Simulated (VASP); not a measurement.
Write the native input for VASP 6.6.1 that does the following.

```yaml
Task: single point
Functional: PBE
Potentials_or_basis: VASP PAW PBE potentials, release 64 (Mo_sv, N)
Cutoff: 520 eV
k_mesh: 10 × 10 × 10
Occupations: gaussian, width 0.1 eV
Spin: no spin polarisation
Dipole_correction: no
Further_INCAR_settings: ALGO = Normal; EDIFF = 1e-06; NBANDS = 38
```

The structure of Mo4N lies in POSCAR:

```
Mo4N
1.0
    4.1161896204      0.0000000000      0.0000000000
    0.0000000000      4.1161896204      0.0000000000
    0.0000000000      0.0000000000      4.1161896204
Mo N
4 1
Direct
    0.5000000000      0.0000000000      0.0000000000
    0.0000000000      0.5000000000      0.0000000000
    0.0000000000      0.0000000000      0.5000000000
    0.5000000000      0.5000000000      0.5000000000
    0.0000000000      0.0000000000      0.0000000000
```

The cell was built from a structure type or drawn by symmetry, and may not be a known phase.

One way to write it, as run:

INCAR

```
SYSTEM = Mo4N
PREC = Accurate
ENCUT = 520
EDIFF = 1E-6
ISMEAR = 0
SIGMA = 0.1
LREAL = .FALSE.
LASPH = .TRUE.
NELM = 60
ALGO = Normal
ISIF = 2
LWAVE = .FALSE.
LCHARG = .FALSE.
GGA = PE
NBANDS = 38
```

KPOINTS

```
regular mesh
0
G
  10 10 10
  0 0 0
```

Potentials or basis: VASP PAW PBE potentials, release 64 (Mo_sv, N).

Command:

```console
$ cat potpaw_PBE.64/Mo_sv/POTCAR potpaw_PBE.64/N/POTCAR > POTCAR
$ mpirun -np 1 vasp_std > vasp.out
```

It gave:

```yaml
Pressure: 0.5 GPa
Band_gap_on_the_k_mesh: zero (an odd number of electrons rules out a gap without spin polarisation)
```

It took 2.1 min on 1 thread of Intel Xeon 8259CL (shared host), peak memory 0.24 GiB.
